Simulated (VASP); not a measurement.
# BeS (F-43m) in VASP: G0W0 quasiparticle levels with PBE

Aim: the G0W0 quasiparticle levels of BeS with PBE.

Program: VASP 6.6.1. These are calculated values, not measurements. Logs are shortened: lines on timing, memory, paths and dates and some standing lists are left out, and cuts for length are marked.

### Step 1. The cell of the first run

Symmetry: F-43m, No. 216, cubic system. Conventional cell: a = 4.674 Å, b = 4.674 Å, c = 4.674 Å, α = 90.00°, β = 90.00°, γ = 90.00°. Within 2.7 Å of Be (site symmetry -43m) lie 4 S at 2.02 Å. Within 2.7 Å of S (site symmetry -43m) lie 4 Be at 2.02 Å.

### Step 2. G0W0 quasiparticle levels, PBE

Input file POSCAR:

```
BeS
1.0
    0.0000000000      2.3369339811      2.3369339811
    2.3369339811      0.0000000000      2.3369339811
    2.3369339811      2.3369339811      0.0000000000
Be S
1 1
Direct
    0.0000000000      0.0000000000      0.0000000000
    0.2500000000      0.2500000000      0.2500000000
```

Input file INCAR.step1:

```
SYSTEM = BeS
  ALGO = Normal
  EDIFF = 1E-8
  ENCUT = 500
  GGA = PE
  ISMEAR = 0
  LASPH = .True.
  LCHARG = .False.
  LREAL = .False.
  LWAVE = .True.
  NELM = 60
  PREC = Accurate
  SIGMA = 0.01
```

Input file INCAR.step2:

```
SYSTEM = BeS
  ALGO = Exact
  EDIFF = 1E-8
  ENCUT = 500
  GGA = PE
  ISMEAR = 0
  ISTART = 1
  LASPH = .True.
  LCHARG = .False.
  LOPTICS = .True.
  LREAL = .False.
  LWAVE = .True.
  NBANDS = 110
  NELM = 1
  PREC = Accurate
  SIGMA = 0.01
```

Input file INCAR.step3:

```
SYSTEM = BeS
  ALGO = EVGW0
  EDIFF = 1E-8
  ENCUT = 500
  ENCUTGW = 150.0
  GGA = PE
  ISMEAR = 0
  ISTART = 1
  LASPH = .True.
  LCHARG = .False.
  LREAL = .False.
  LWAVE = .False.
  NBANDS = 110
  NBANDSGW = 12
  NELMGW = 1
  NOMEGA = 96
  OMEGAMAX = 20
  PREC = Accurate
  PRECFOCK = Fast
  SIGMA = 0.01
```

Input file KPOINTS:

```
k-points
0
Gamma
  6 6 6
  0 0 0
```

Potentials or basis: VASP PAW PBE potentials, release 64 (Be_GW, S_GW).

Started as:

```sh
$ cat potpaw_PBE.64/Be_GW/POTCAR potpaw_PBE.64/S_GW/POTCAR > POTCAR
$ cp INCAR.step1 INCAR
$ mpirun -np 1 vasp_std > vasp.out
$ cp INCAR.step2 INCAR
$ mpirun -np 1 vasp_std > vasp.out
$ cp INCAR.step3 INCAR
$ mpirun -np 1 vasp_std > vasp.out
```

OUTCAR:

```text
SYSTEM = BeS
   EDIFF = 1E-8
   ENCUT = 500
   ENCUTGW = 150.0
   GGA = PE
   ISMEAR = 0
   ISTART = 1
   LASPH = .True.
   LREAL = .False.
   NELMGW = 1
   PREC = Accurate
   PRECFOCK = Fast

 ion  position               nearest neighbor table
   1  0.000  0.000  0.000-   2 2.02   2 2.02   2 2.02   2 2.02
   2  0.250  0.250  0.250-   1 2.02   1 2.02   1 2.02   1 2.02

  LATTYP: Found a face centered cubic cell.
 ALAT       =     4.6738679622

  Lattice vectors:

 A1 = (   0.0000000000,   2.3369339811,   2.3369339811)
 A2 = (   2.3369339811,   0.0000000000,   2.3369339811)
 A3 = (   2.3369339811,   2.3369339811,   0.0000000000)

Analysis of symmetry for initial positions (statically):
=====================================================================
 Subroutine PRICEL returns:
 Original cell was already a primitive cell.

 Routine SETGRP: Setting up the symmetry group for a
 face centered cubic supercell.

 Subroutine GETGRP returns: Found 24 space group operations
 (whereof 24 operations were pure point group operations)
 out of a pool of 48 trial point group operations.

The static configuration has the point symmetry T_d .

Analysis of symmetry for dynamics (positions and initial velocities):
=====================================================================
 Subroutine PRICEL returns:
 Original cell was already a primitive cell.

 Routine SETGRP: Setting up the symmetry group for a
 face centered cubic supercell.

 Subroutine GETGRP returns: Found 24 space group operations
 (whereof 24 operations were pure point group operations)
 out of a pool of 48 trial point group operations.

The dynamic configuration has the point symmetry T_d .

 Subroutine INISYM returns: Found 24 space group operations
 (whereof 24 operations are pure point group operations),
 and found     1 'primitive' translations

----------------------------------------------------------------------------------------

                                     Primitive cell

  volume of cell :      25.5252

  direct lattice vectors                    reciprocal lattice vectors
     0.000000000  2.336933981  2.336933981    -0.213955552  0.213955552  0.213955552
     2.336933981  0.000000000  2.336933981     0.213955552 -0.213955552  0.213955552
     2.336933981  2.336933981  0.000000000     0.213955552  0.213955552 -0.213955552

  length of vectors
     3.304923730  3.304923730  3.304923730     0.370581887  0.370581887  0.370581887

  position of ions in fractional coordinates (direct lattice)
     0.000000000  0.000000000  0.000000000
     0.250000000  0.250000000  0.250000000

  ion indices of the primitive-cell ions
   primitive index   ion index
                 1           1
                 2           2

----------------------------------------------------------------------------------------

 KPOINTS: k-points

Automatic generation of k-mesh.
 Grid dimensions read from file:
 generate k-points for:    6    6    6

 Generating k-lattice:

  Cartesian coordinates                     Fractional coordinates (reciprocal lattice)
    -0.035659259  0.035659259  0.035659259     0.166666667  0.000000000  0.000000000
     0.035659259 -0.035659259  0.035659259     0.000000000  0.166666667  0.000000000
     0.035659259  0.035659259 -0.035659259     0.000000000  0.000000000  0.166666667

  Length of vectors
     0.061763648  0.061763648  0.061763648

  Shift w.r.t. Gamma in fractional coordinates (k-lattice)
     0.000000000  0.000000000  0.000000000

 Subroutine IBZKPT returns following result:
 ===========================================

 Found     16 irreducible k-points:

 Following reciprocal coordinates:
            Coordinates               Weight
  0.000000  0.000000  0.000000      1.000000
  0.166667  0.000000  0.000000      8.000000
  0.333333  0.000000  0.000000      8.000000
  0.500000  0.000000  0.000000      4.000000
  0.166667  0.166667  0.000000      6.000000
  0.333333  0.166667  0.000000     24.000000
[... 8 lines left out ...]
 -0.333333  0.333333  0.166667     24.000000
 -0.333333  0.500000  0.166667     12.000000
   k-points           NKPTS =     16   k-points in BZ     NKDIM =    216   number of bands    NBANDS=    110
   number of dos      NEDOS =    301   number of ions     NIONS =      2
   total plane-waves  NPLWV =  13824
   dimension x,y,z NGX =    24 NGY =   24 NGZ =   24
   dimension x,y,z NGXF=    48 NGYF=   48 NGZF=   48
   ions per type =               1   1
   NGX,Y,Z   is equivalent  to a cutoff of  12.07, 12.07, 12.07 a.u.
   NGXF,Y,Z  is equivalent  to a cutoff of  24.15, 24.15, 24.15 a.u.
 SYSTEM =  BeS
   PREC   = accura    normal or accurate (medium, high low for compatibility)
   ISTART =      1    job   : 0-new  1-cont  2-samecut
   ICHARG =      0    charge: 1-file 2-atom 10-const
   ISPIN  =      1    spin polarized calculation?
   LNONCOLLINEAR =      F non collinear calculations
   LSORBIT =      F    spin-orbit coupling
   LASPH  =      T    aspherical Exc in radial PAW
   ENCUT  =  500.0 eV  36.75 Ry    6.06 a.u.   6.03  6.03  6.03*2*pi/ulx,y,z
   NELM   =     60;   NELMIN=  2; NELMDL=  0     # of ELM steps
   EDIFF  = 0.1E-07   stopping-criterion for ELM
   LREAL  =      F    real-space projection
   EDIFFG = 0.1E-06   stopping-criterion for IOM
   NSW    =      0    number of steps for IOM
   IBRION =     -1    ionic relax: 0-MD 1-quasi-New 2-CG
   NFREE  =      0    steps in history (QN), initial steepest desc. (CG)
   ISIF   =      0    stress and relaxation
   ISYM   =      3    0-nonsym 1-usesym 2-fastsym
   POTIM  = 0.5000    time-step for ionic-motion
   TEBEG  =    0.0;   TEEND  =   0.0 temperature during run
   PSTRESS=    0.0 pullay stress
   NELECT =       8.0000    total number of electrons
   NUPDOWN=      -1.0000    fix difference up-down
   EMIN   =  10.00;   EMAX   =-10.00  energy-range for DOS
   EFERMI =   0.00;   METHOD = LEGACY
   ISMEAR =     0;   SIGMA  =   0.01  broadening in eV -4-tet -1-fermi 0-gaus
   EFERMI_NEDOS =   21; number of points for ismear=-14 and -15
   IALGO  =     38    algorithm
   IMIX   =      4    mixing-type and parameters
     AMIX     =   0.40;   BMIX     =  1.00
     AMIX_MAG =   1.60;   BMIX_MAG =  1.00
  volume/ion in A,a.u.               =      12.76        86.13
  Fermi-wavevector in a.u.,A,eV,Ry     =   1.112026  2.101425 16.824998  1.236602
  Thomas-Fermi vector in A             =   2.248596
   LORBIT       =      0    0 simple, 1 ext, 2 COOP (PROOUT), +10 PAW based schemes
   GGA     = PE    functional components
   LHFCALC =     T    Hartree Fock is set to
   PRECFOCK=fast      Normal, Fast or Accurate (Low or Medium for compatibility)
   ENCUT4O =  -1.0   cutoff for four orbital integrals eV
   NKREDX  =     1    reduce k-point grid by
   NKREDY  =     1    reduce k-point grid by
   NKREDZ  =     1    reduce k-point grid by
   AEXX    =    1.0000 exact exchange contribution
   HFSCREEN=    0.0000 screening length (either q_TF or 0.3 A-1)
   HFSCREENC=   0.0000 screening length for correlation (either q_TF or 0.3 A-1)
   ENCUTFOCK=  -1.0 apply spherical cutoff to Coloumb kernel
   IVDW    =     0    specifies the selected vdW correction
   LEPSILON=     F    determine dielectric tensor
   LRPA    =     F    only Hartree local field effects (RPA)
   LRPAFORCE           =     F    calculate RPA forces
   ENCUTGW             = 150.0    cutoff for response function in eV
   ENCUTGWSOFT         = 120.0    soft cutoff for Coulomb kernel in GW response function in eV
   ENCUTLF             =  -1.0    cutoff for local field effects
   NELMGW              =     1    number of iterations in solving QP/BSE equation
   NELMHF              =     1    number of iterations in the inner HF iteration
   NKREDLFX            =     1    NKREDLFY  =   1   NKREDLFZ  =   1
 non-spin polarized calculation
 Gauss-broadening in eV      SIGMA  =   0.01
  energy-cutoff  :      500.00
  volume of cell :       25.53
 maximum number of plane-waves:       656
  NGX = 14; NGY = 14; NGZ = 14
   NGX = 13   NGY = 13   NGZ = 13
 maximum number of plane-waves:       113

 QP shifts <psi_nk| G(iteration)W_0 |psi_nk>: iteration 1
 for sc-GW calculations column KS-energies equals QP-energies in previous step
 and V_xc(KS)=  KS-energies - (<T + V_ion + V_H > + <T+V_H+V_ion>^1  + <V_x>^1)

 k-point   1 :       0.0000    0.0000    0.0000
  band No.  KS-energies  QP-energies   sigma(KS)   V_xc(KS)     V^pw_x(r,r')   Z            occupation Imag(sigma)

      1      -9.5337     -10.4551     -14.1781     -12.8894     -21.6220       0.7150       2.0000       1.5042
      2       4.9655       4.0263     -15.1523     -13.9692     -16.6690       0.7938       2.0000       0.0256
      3       4.9655       4.0263     -15.1523     -13.9692     -16.6690       0.7938       2.0000       0.0256
      4       4.9655       4.0263     -15.1523     -13.9692     -16.6690       0.7938       2.0000       0.0256
      5      10.5346      11.2728     -10.0825     -10.9999      -5.7077       0.8047       0.0000      -0.0525
      6      10.5346      11.2728     -10.0825     -10.9999      -5.7077       0.8047       0.0000      -0.0525
      7      10.5346      11.2728     -10.0825     -10.9999      -5.7077       0.8047       0.0000      -0.0525
      8      11.8304      12.3079     -10.1833     -10.7803      -5.3871       0.8000       0.0000      -0.0623
      9      17.7946      18.6067     -10.8471     -11.9003      -5.2210       0.7710       0.0000      -0.1677
     10      17.7946      18.6067     -10.8471     -11.9003      -5.2210       0.7710       0.0000      -0.1677
     11      20.7278      20.7347      -9.0065      -9.0155      -2.5262       0.7575       0.0000      -0.4479
     12      22.0648      22.2060      -8.9641      -9.1448      -2.4424       0.7814       0.0000      -0.5382

 k-point   2 :       0.1667    0.0000    0.0000
  band No.  KS-energies  QP-energies   sigma(KS)   V_xc(KS)     V^pw_x(r,r')   Z            occupation Imag(sigma)
[... 225 lines left out ...]
      1      -6.8815      -7.5843     -15.0211     -14.0454     -21.7483       0.7203       2.0000       0.9628
      2      -0.1933      -1.4494     -13.7863     -12.1016     -17.0018       0.7457       2.0000       0.0775
      3       1.0398      -0.1349     -13.8914     -12.3544     -16.5586       0.7643       2.0000       0.0548
      4       1.2324       0.1159     -13.5355     -12.0841     -16.0004       0.7692       2.0000       0.0502
      5      10.0743      10.5042      -9.9738     -10.5049      -5.7376       0.8096       0.0000      -0.0534
      6      11.6141      12.2055     -10.0457     -10.7832      -5.4723       0.8018       0.0000      -0.0592
      7      15.5187      16.1967     -10.3490     -11.2343      -4.6650       0.7658       0.0000      -0.1262
      8      15.9330      16.7266     -10.9384     -11.9853      -5.1778       0.7580       0.0000      -0.1268
      9      19.7856      20.6686     -11.2380     -12.4054      -4.7375       0.7564       0.0000      -0.3435
     10      20.6689      21.2517     -11.1134     -11.8942      -4.2987       0.7464       0.0000      -0.4558
     11      22.6095      23.4633     -11.0369     -12.1594      -4.0726       0.7606       0.0000      -0.5702
     12      24.4987      24.9820     -10.6728     -11.2856      -3.7551       0.7888       0.0000      -0.8433
```

It took 2.3 min on 1 thread of Intel Xeon 6975P-C (Granite Rapids), shared host; peak memory 0.51 GiB.

What came out:

| Quantity | Value |
| --- | --- |
| Quasiparticle gap | 4.10 eV |
| Least direct quasiparticle gap | 7.25 eV |
| Band gap of the starting levels on the mesh | 2.83 eV |
| Least direct gap of the starting levels on the mesh | 5.57 eV |

Caveat: the k points lie up to 0.39 Å⁻¹ apart; bands, screening cutoff and mesh are small and nothing is extrapolated, so the quasiparticle values aren't converged.
